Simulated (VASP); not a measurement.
# Cs3Mg (Pm-3m) in VASP: a series of runs, part 2 of 2

VASP 6.6.1.

## 3. Relaxation of cell and atoms, PBE

This run uses another cell than the first one, of 37.88 Å³/atom.

Input file INCAR:

```
ALGO = Normal ; EDIFF = 1E-7
EDIFFG = -0.04 ; ENCUT = 600
GGA = PE ; GGA_COMPAT = False
IBRION = 2 ; ISIF = 3
ISMEAR = 0 ; LASPH = True
LCHARG = False ; LREAL = False
LWAVE = False ; NELM = 120
NELMIN = 4 ; NSW = 90
PREC = Accurate ; SIGMA = 0.1
```

Input file KPOINTS:

```
k-points
0
Gamma
  4 4 4
```

Input file POSCAR:

```
Cs3Mg
1.0
    5.3311092103      0.0000000000      0.0000000000
    0.0000000000      5.3311092103      0.0000000000
    0.0000000000      0.0000000000      5.3311092103
Cs Mg
3 1
Direct
    0.0000000000      0.5000000000      0.5000000000
    0.5000000000      0.0000000000      0.5000000000
    0.5000000000      0.5000000000      0.0000000000
    0.0000000000      0.0000000000      0.0000000000
```

Potentials or basis: VASP PAW PBE potentials, release 64 (Cs_sv, Mg).

The run is started by

```bash
$ cat potpaw_PBE.64/Cs_sv/POTCAR potpaw_PBE.64/Mg/POTCAR > POTCAR
$ mpirun -np 1 vasp_std > vasp.out
```

OUTCAR:

```text
EDIFF = 1E-7
   EDIFFG = -0.04
   ENCUT = 600
   GGA = PE
   IBRION = 2
   ISIF = 3
   ISMEAR = 0
   LASPH = True
   LREAL = False
   NELM = 120
   NELMIN = 4
   NSW = 90
   PREC = Accurate

 ion  position               nearest neighbor table
   1  0.000  0.500  0.500-
   2  0.500  0.000  0.500-
   3  0.500  0.500  0.000-
   4  0.000  0.000  0.000-

  LATTYP: Found a simple cubic cell.
 ALAT       =     5.3311092103

  Lattice vectors:

 A1 = (   5.3311092103,   0.0000000000,   0.0000000000)
 A2 = (   0.0000000000,   5.3311092103,   0.0000000000)
 A3 = (   0.0000000000,   0.0000000000,   5.3311092103)

Analysis of symmetry for initial positions (statically):
=====================================================================
 Subroutine PRICEL returns:
 Original cell was already a primitive cell.

 Routine SETGRP: Setting up the symmetry group for a
 simple cubic supercell.

 Subroutine GETGRP returns: Found 48 space group operations
 (whereof 48 operations were pure point group operations)
 out of a pool of 48 trial point group operations.

The static configuration has the point symmetry O_h .
[... 136 lines left out ...]
  energy-cutoff  :      600.00
  volume of cell :      151.51
 maximum number of plane-waves:      5078
 NGX is ok and might be reduce to    48
   NGX = 21   NGY = 21   NGZ = 21

--------------------------------------- Ionic step        1  -------------------------------------------

 number of electron      28.9999998 magnetization

 Free energy of the ion-electron system (eV)
  ---------------------------------------------------
  ext. energy  EPLUGINS =         0.00000000
  ---------------------------------------------------
  free energy    TOTEN  =        -1.10775684 eV

  energy without entropy =       -1.07370517  energy(sigma->0) =       -1.09073100

------------------------ aborting loop because EDIFF is reached ----------------------------------------

  FORCE on cell =-STRESS in cart. coord.  units (eV):
  Direction    XX          YY          ZZ          XY          YZ          ZX
  --------------------------------------------------------------------------------------
  -------------------------------------------------------------------------------------
  Total        6.8671211      6.8671211      6.8671211     -0.0000000     -0.0000000      0.0000000
  in kB       72.6160384     72.6160384     72.6160384     -0.0000000     -0.0000000      0.0000000
  external PRESSURE =      72.6160384 kB  Pullay stress =       0.0000000 kB
[... 139 lines left out ...]
--------------------------------------- Ionic step        5  -------------------------------------------

 number of electron      29.0000001 magnetization

 Free energy of the ion-electron system (eV)
  ---------------------------------------------------
  ext. energy  EPLUGINS =         0.00000000
  ---------------------------------------------------
  free energy    TOTEN  =        -3.28127538 eV

  energy without entropy =       -3.25470693  energy(sigma->0) =       -3.26799115

 E-fermi :   0.9665     XC(G=0):  -6.1797

 val. band max:        0.9529852180   @ k =   0.2500   0.2500   0.0000
 cond. band min:       0.9672082507   @ k =   0.5000   0.2500   0.0000
 fundamental gap:      0.0142230326
 Fermi energy:         0.9664534507

 k-point     1 :       0.0000    0.0000    0.0000
  band No.  band energies     occupation
      1     -22.7326      2.00000
      2     -22.6966      2.00000
      3     -22.6966      2.00000
      4      -9.7149      2.00000
      5      -9.7149      2.00000
      6      -9.7149      2.00000
[... 230 lines left out ...]
  FREE ENERGIE OF THE ION-ELECTRON SYSTEM (eV)
  ---------------------------------------------------
  free  energy   TOTEN  =        -3.2812753803 eV

  energy  without entropy=       -3.2547069275  energy(sigma->0) =       -3.26799115

 reached required accuracy - stopping structural energy minimisation
```

CONTCAR:

```text
Cs3Mg
   1.00000000000000
     6.7697404625046547    0.0000000000000000    0.0000000000000000
    -0.0000000000000000    6.7697404625046547    0.0000000000000000
    -0.0000000000000000   -0.0000000000000000    6.7697404625046556
  Cs              Mg
     3     1
Direct
     0.0000000000000000    0.5000000000000000    0.5000000000000000
     0.5000000000000000    0.0000000000000000    0.5000000000000000
     0.5000000000000000    0.5000000000000000    0.0000000000000000
     0.0000000000000000    0.0000000000000000    0.0000000000000000

  0.00000000E+00  0.00000000E+00  0.00000000E+00
  0.00000000E+00  0.00000000E+00  0.00000000E+00
  0.00000000E+00  0.00000000E+00  0.00000000E+00
  0.00000000E+00  0.00000000E+00  0.00000000E+00
```

It took 5.7 min on 1 thread of AMD EPYC 7R13, shared host; peak memory 0.31 GiB.

What came out:

```yaml
Free_energy: -3.2813 eV
Relaxed_volume: 77.56 Å³/atom
Relaxed_cell: a = 6.770 Å, b = 6.770 Å, c = 6.770 Å, α = 90.00°, β = 90.00°, γ = 90.00°
Space_group_after_relaxing_to_0.1_Å: Pm-3m (No. 221)
Energy_gained_by_relaxing: 543.4 meV/atom
Ionic_steps: 5
Pressure_after_relaxing: 0.0 GPa
Band_gap_on_the_k_mesh: zero (an odd number of electrons rules out a gap without spin polarisation)
```

Step by step:
| step | energy change (eV) | largest force (eV/Å) | pressure (GPa) | volume (Å³) |
| --- | --- | --- | --- | --- |
| 1 | 0.0000 | 0.0000 | 7.26 | 151.51 |
| 2 | -1.2886 | 0.0000 | 3.41 | 192.36 |
| 3 | -2.0912 | 0.0000 | 0.65 | 265.41 |
| 4 | -2.1651 | 0.0000 | 0.18 | 295.27 |
| 5 | -2.1735 | 0.0000 | 0.01 | 310.25 |

Final structure:
```cif
data_structure
_symmetry_space_group_name_H-M 'P 1'
_symmetry_Int_Tables_number 1
_cell_length_a 6.7697
_cell_length_b 6.7697
_cell_length_c 6.7697
_cell_angle_alpha 90.000
_cell_angle_beta 90.000
_cell_angle_gamma 90.000
_cell_volume 310.25
loop_
_atom_site_label
_atom_site_type_symbol
_atom_site_fract_x
_atom_site_fract_y
_atom_site_fract_z
_atom_site_occupancy
Cs1 Cs 0.00000 0.50000 0.50000 1
Cs2 Cs 0.50000 0.00000 0.50000 1
Cs3 Cs 0.50000 0.50000 0.00000 1
Mg1 Mg 0.00000 0.00000 0.00000 1
```

Levels at points of the mesh, in eV from the Fermi level:
```csv
k point,band 11,band 12,band 13,band 14,band 15,band 16,band 17,band 18
"(0.00, 0.00, 0.00)",-10.37,-10.37,-2.85,-0.67,0.71,0.71,1.28,1.28
"(0.50, 0.00, 0.00)",-10.40,-10.40,-2.37,-1.07,0.34,0.63,0.63,1.62
"(0.50, 0.50, 0.00)",-10.42,-10.35,-2.17,-0.39,-0.39,0.26,0.49,1.62
"(0.50, 0.50, 0.50)",-10.34,-10.34,-2.26,0.28,0.28,0.28,0.45,0.45
```

Caveat: the volume moved by over 15 % at a fixed basis, so the end points are rough; spin-orbit coupling is left out, which moves the levels of the heavy elements.
